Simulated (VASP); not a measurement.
# Cd (P6_3/mmc) in VASP: a series of runs

Cd is run at these levels: LDA, PBEsol; tasks: single point.

Everything below comes from runs of VASP 6.6.1. Logs are shortened: lines on timing, memory, paths and dates and some standing lists are left out, and cuts for length are marked.

### Step 1. The cell of the first run

It takes space group P6_3/mmc (No. 194, hexagonal). The conventional cell has a = 3.093 Å, b = 3.093 Å, c = 10.431 Å, α = 90.00°, β = 90.00°, γ = 120.00°. Cd (site symmetry -6m2) has 12 Cd at 3.09 to 3.16 Å within 4.1 Å. Within 4.1 Å of Cd (site symmetry -3m) lie 12 Cd at 3.09 to 3.16 Å.

### Step 2. Single point, LDA

The input, INCAR:

```
SYSTEM = Cd
ALGO     = Normal         ! electronic algorithm
EDIFF    = 1E-6           ! SCF threshold, eV
ENCUT    = 520            ! plane-wave cutoff, eV
ISIF     = 2              ! what is computed and relaxed
ISMEAR   = -1             ! smearing method
LASPH    = .TRUE.         ! aspherical terms in the spheres
LCHARG   = .TRUE.         ! write CHGCAR
LELF     = .TRUE.         ! ELF
LREAL    = .FALSE.        ! projectors in reciprocal space
LVHAR    = .TRUE.       
LWAVE    = .FALSE.        ! write WAVECAR
NBANDS   = 32             ! bands
NELM     = 60             ! most SCF steps
PREC     = Accurate       ! precision mode
SIGMA    = 0.05           ! smearing width, eV
```

The input, KPOINTS:

```
k-points
0
G
  10 10 3
  0 0 0
```

The input, POSCAR:

```
Cd
1.0
    3.0930676374      0.0000000000      0.0000000000
   -1.5465338187      2.6786751496      0.0000000000
    0.0000000000      0.0000000000     10.4307369600
Cd
4
Direct
    0.6666666667      0.3333333333      0.7500000000
    0.0000000000      0.0000000000      0.5000000000
    0.3333333333      0.6666666667      0.2500000000
    0.0000000000      0.0000000000      0.0000000000
```

Potentials or basis: VASP PAW LDA potentials, release 64 (Cd).

Run with:

```
> cat potpaw_LDA.64/Cd/POTCAR > POTCAR
> mpirun -np 1 vasp_std > vasp.out
```

OUTCAR:

```text
SYSTEM = Cd
   EDIFF = 1E-6
   ENCUT = 520
   ISIF = 2
   ISMEAR = -1
   LASPH = .TRUE.
   LREAL = .FALSE.
   NELM = 60
   PREC = Accurate

 ion  position               nearest neighbor table
   1  0.667  0.333  0.750-   2 3.16   4 3.16   2 3.16   4 3.16   2 3.16   4 3.16
   2  0.000  0.000  0.500-   1 3.16   3 3.16   3 3.16   1 3.16   1 3.16   3 3.16
   3  0.333  0.667  0.250-   2 3.16   4 3.16   2 3.16   4 3.16   2 3.16   4 3.16
   4  0.000  0.000  0.000-   1 3.16   3 3.16   3 3.16   1 3.16   1 3.16   3 3.16

  LATTYP: Found a hexagonal cell.
 ALAT       =     3.0930676374
 C/A-ratio  =     3.3722951396

  Lattice vectors:

 A1 = (   3.0930676374,   0.0000000000,   0.0000000000)
 A2 = (  -1.5465338187,   2.6786751496,   0.0000000000)
 A3 = (   0.0000000000,   0.0000000000,  10.4307369600)

Analysis of symmetry for initial positions (statically):
=====================================================================
 Subroutine PRICEL returns:
 Original cell was already a primitive cell.

 Routine SETGRP: Setting up the symmetry group for a
 hexagonal supercell.

 Subroutine GETGRP returns: Found 24 space group operations
 (whereof 12 operations were pure point group operations)
 out of a pool of 24 trial point group operations.

The static configuration has the point symmetry D_3d.
 The point group associated with its full space group is D_6h.

Analysis of symmetry for dynamics (positions and initial velocities):
=====================================================================
 Subroutine PRICEL returns:
 Original cell was already a primitive cell.

 Routine SETGRP: Setting up the symmetry group for a
 hexagonal supercell.

 Subroutine GETGRP returns: Found 24 space group operations
 (whereof 12 operations were pure point group operations)
 out of a pool of 24 trial point group operations.

The dynamic configuration has the point symmetry D_3d.
 The point group associated with its full space group is D_6h.

 Subroutine INISYM returns: Found 24 space group operations
 (whereof 12 operations are pure point group operations),
 and found     1 'primitive' translations

----------------------------------------------------------------------------------------

                                     Primitive cell

  volume of cell :      86.4220

  direct lattice vectors                    reciprocal lattice vectors
[... 90 lines left out ...]
   NELM   =     60;   NELMIN=  2; NELMDL= -5     # of ELM steps
   EDIFF  = 0.1E-05   stopping-criterion for ELM
   LREAL  =      F    real-space projection
   EDIFFG = 0.1E-04   stopping-criterion for IOM
   NSW    =      0    number of steps for IOM
   IBRION =     -1    ionic relax: 0-MD 1-quasi-New 2-CG
   NFREE  =      0    steps in history (QN), initial steepest desc. (CG)
   ISIF   =      2    stress and relaxation
   ISYM   =      2    0-nonsym 1-usesym 2-fastsym
   POTIM  = 0.5000    time-step for ionic-motion
   TEBEG  =    0.0;   TEEND  =   0.0 temperature during run
   PSTRESS=    0.0 pullay stress
   NELECT =      48.0000    total number of electrons
   NUPDOWN=      -1.0000    fix difference up-down
   EMIN   =  10.00;   EMAX   =-10.00  energy-range for DOS
   EFERMI =   0.00;   METHOD = LEGACY
   ISMEAR =    -1;   SIGMA  =   0.05  broadening in eV -4-tet -1-fermi 0-gaus
   EFERMI_NEDOS =   21; number of points for ismear=-14 and -15
   IALGO  =     38    algorithm
   IMIX   =      4    mixing-type and parameters
     AMIX     =   0.40;   BMIX     =  1.00
     AMIX_MAG =   1.60;   BMIX_MAG =  1.00
  volume/ion in A,a.u.               =      21.61       145.80
  Fermi-wavevector in a.u.,A,eV,Ry     =   1.345696  2.542997 24.638774  1.810899
  Thomas-Fermi vector in A             =   2.473588
   LORBIT       =      0    0 simple, 1 ext, 2 COOP (PROOUT), +10 PAW based schemes
   GGA     = CA    functional components
   LHFCALC =     F    Hartree Fock is set to
   AEXX    =    0.0000 exact exchange contribution
   IVDW    =     0    specifies the selected vdW correction
   LEPSILON=     F    determine dielectric tensor
   LRPA    =     F    only Hartree local field effects (RPA)
 non-spin polarized calculation
  energy-cutoff  :      520.00
  volume of cell :       86.42
 maximum number of plane-waves:      2342
 NGX is ok and might be reduce to    24
   NGX = 11   NGY = 11   NGZ = 39

 number of electron      48.0000039 magnetization

 Free energy of the ion-electron system (eV)
  ---------------------------------------------------
  ext. energy  EPLUGINS =         0.00000000
  ---------------------------------------------------
  free energy    TOTEN  =        -5.94367192 eV

  energy without entropy =       -5.92932839  energy(sigma->0) =       -5.93650016

 E-fermi :   2.8860     XC(G=0): -11.3796

 val. band max:        2.8675386024   @ k =   0.3000   0.3000   0.0000
 cond. band min:       2.8893001138   @ k =   0.0000   0.0000   0.3333
 fundamental gap:      0.0217615114
 Fermi energy:         2.8860138559

 k-point     1 :       0.0000    0.0000    0.0000
  band No.  band energies     occupation
      1      -6.9854      2.00000
      2      -6.7721      2.00000
      3      -6.7367      2.00000
      4      -6.5213      2.00000
      5      -6.4478      2.00000
      6      -6.4478      2.00000
[... 829 lines left out ...]
     31       8.9220      0.00000
     32       9.3683      0.00000

 [... further k-points ...]

------------------------ aborting loop because EDIFF is reached ----------------------------------------

  FORCE on cell =-STRESS in cart. coord.  units (eV):
  Direction    XX          YY          ZZ          XY          YZ          ZX
  --------------------------------------------------------------------------------------
  -------------------------------------------------------------------------------------
  Total       -2.2033073     -2.2033073     -2.1085291     -0.0000000      0.0000000      0.0000000
  in kB      -40.8470974    -40.8470974    -39.0900052     -0.0000000      0.0000000      0.0000000
  external PRESSURE =     -40.2614000 kB  Pullay stress =       0.0000000 kB

 VOLUME and BASIS-vectors are now :
 -----------------------------------------------------------------------------
  energy-cutoff  :      520.00
  volume of cell :       86.42
      direct lattice vectors                 reciprocal lattice vectors
     3.093067637  0.000000000  0.000000000     0.323303632  0.186659439  0.000000000
    -1.546533819  2.678675150  0.000000000     0.000000000  0.373318877  0.000000000
     0.000000000  0.000000000 10.430736960     0.000000000  0.000000000  0.095870503

 POSITION                                       TOTAL-FORCE (eV/Angst)
 -----------------------------------------------------------------------------------
      1.54653      0.89289      7.82305         0.000000     -0.000000      0.000000
      0.00000      0.00000      5.21537        -0.000000      0.000000      0.000000
     -0.00000      1.78578      2.60768        -0.000000      0.000000     -0.000000
      0.00000      0.00000      0.00000        -0.000000      0.000000      0.000000
 -----------------------------------------------------------------------------------
    total drift:                               -0.000000      0.000000     -0.000000

  FREE ENERGIE OF THE ION-ELECTRON SYSTEM (eV)
  ---------------------------------------------------
  free  energy   TOTEN  =        -5.9436719228 eV

  energy  without entropy=       -5.9293283876  energy(sigma->0) =       -5.93650016
```

Run time: 45 s. Hardware: 1 thread of Intel Xeon Platinum 8488C (Sapphire Rapids), shared host; peak memory 0.19 GiB.

What came out:

* Free energy: -5.9437 eV
* Pressure: -4.0 GPa
* Band gap on the k mesh: zero (bands 24 and 25 overlap by 2.59 eV)

Stress tensor (GPa, compression positive):
```
-4.08  0.00  0.00
 0.00 -4.08  0.00
 0.00  0.00 -3.91
```

Caveat: the cell stands under tension.

### Step 3. Single point, PBEsol (20.31 Å³/atom)

This run uses another cell than the first one, of 20.31 Å³/atom.

The input, INCAR:

```
  ALGO = Normal
  EDIFF = 1E-7
  ENCUT = 520
  GGA = PS
  ISIF = 2
  ISMEAR = -1
  LASPH = True
  LCHARG = True
  LELF = True
  LREAL = False
  LVHAR = True
  LWAVE = False
  NBANDS = 32
  NELM = 60
  PREC = Accurate
  SIGMA = 0.05
```

The input, KPOINTS:

```
k-points
0
Gamma
  10 10 3
```

The input, POSCAR:

```
Cd
1.0
    3.0299260909      0.0000000000      0.0000000000
   -1.5149630455      2.6239929663      0.0000000000
    0.0000000000      0.0000000000     10.2178050297
Cd
4
Direct
    0.6666666667      0.3333333333      0.7500000000
    0.0000000000      0.0000000000      0.5000000000
    0.3333333333      0.6666666667      0.2500000000
    0.0000000000      0.0000000000      0.0000000000
```

Potentials or basis: VASP PAW PBE potentials, release 64 (Cd).

Run with:

```
> cat potpaw_PBE.64/Cd/POTCAR > POTCAR
> mpirun -np 1 vasp_std > vasp.out
```

Run time: 24 s. Hardware: 1 thread of Intel Xeon 6975P-C (Granite Rapids), shared host; peak memory 0.22 GiB.

Results (log left out):

```
Free energy            : -4.7380 eV
Pressure               : 2.3 GPa
Band gap on the k mesh : zero (bands 24 and 25 overlap by 2.52 eV)
```

Stress tensor (GPa, compression positive):
```
2.21 0.00 0.00
0.00 2.21 0.00
0.00 0.00 2.49
```

Levels at points of the mesh, in eV from the Fermi level:
```
           k point  band 22  band 23  band 24  band 25  band 26  band 27
(0.00, 0.00, 0.00)    -7.81    -7.79    -3.09    -1.89     5.67     5.67
(0.50, 0.00, 0.00)    -2.79    -2.04    -2.00    -0.52    -0.43     2.82
```

Caveat: the PAW data sets were made with another functional, which shifts forces and pressure a little.

### Step 4. Single point, PBEsol (20.74 Å³/atom)

This run uses another cell than the first one, of 20.74 Å³/atom.

The input, INCAR:

```
PREC = Accurate
ENCUT = 520
EDIFF = 1E-7
ISMEAR = -1
SIGMA = 0.05
LREAL = F
LASPH = T
NELM = 80
ALGO = Fast
ISIF = 2
LWAVE = F
LCHARG = F
GGA = PS
NBANDS = 32
```

The input, KPOINTS:

```
Automatic mesh
0
Gamma
  10 10 3
```

The input, POSCAR:

```
Cd
1.0
    3.0512643016      0.0000000000      0.0000000000
   -1.5256321508      2.6424723989      0.0000000000
    0.0000000000      0.0000000000     10.2897637740
Cd
4
Direct
    0.6666666667      0.3333333333      0.7500000000
    0.0000000000      0.0000000000      0.5000000000
    0.3333333333      0.6666666667      0.2500000000
    0.0000000000      0.0000000000      0.0000000000
```

Run with:

```
> cat potpaw_PBE.64/Cd/POTCAR > POTCAR
> mpirun -np 1 vasp_std > vasp.out
```

It took 24 s on 1 thread of Intel Xeon 6975P-C (Granite Rapids), shared host; peak memory 0.22 GiB.

It converged, with:

```yaml
Free_energy: -4.7553 eV
Pressure: 0.9 GPa
Band_gap_on_the_k_mesh: zero (bands 24 and 25 overlap by 2.54 eV)
```

Stress tensor (GPa, compression positive):
```
0.87 0.00 0.00
0.00 0.87 0.00
0.00 0.00 1.04
```

Levels at points of the mesh, in eV from the Fermi level:
```tsv
k point	band 20	band 21	band 22	band 23	band 24	band 25	band 26	band 27	band 28	band 29
(0.00, 0.00, 0.00)	-8.59	-8.59	-7.67	-7.65	-2.99	-1.91	5.59	5.59	13.21	13.21
(0.50, 0.00, 0.00)	-8.44	-2.97	-2.75	-1.96	-1.94	-0.55	-0.45	2.78	3.42	3.51
```

Caveat: the PAW data sets were made with another functional, which shifts forces and pressure a little.

### Step 5. Summary

| level | potentials or basis | cell | gap on the mesh (eV) | pressure (GPa) |
| --- | --- | --- | --- | --- |
| LDA | VASP PAW LDA potentials, release 64 (Cd) | a = 3.093, b = 3.093, c = 10.431 Å, angles 90.0, 90.0, 120.0°, 4 atoms | none | -4.0 |
| PBEsol | VASP PAW PBE potentials, release 64 (Cd) | a = 3.030, b = 3.030, c = 10.218 Å, angles 90.0, 90.0, 120.0°, 4 atoms | none | 2.3 |
| PBEsol | VASP PAW PBE potentials, release 64 (Cd) | a = 3.051, b = 3.051, c = 10.290 Å, angles 90.0, 90.0, 120.0°, 4 atoms | none | 0.9 |

Alike in all rows: task single point; no spin polarisation; k mesh 10 × 10 × 3; cutoff (eV) 520; smearing fermi-dirac 0.05 eV.

Caveats: the PAW data sets were made with another functional, which shifts forces and pressure a little (at least some runs); the cell stands under tension (at least some runs).

Absolute energies hang on the potentials; compare differences alone.
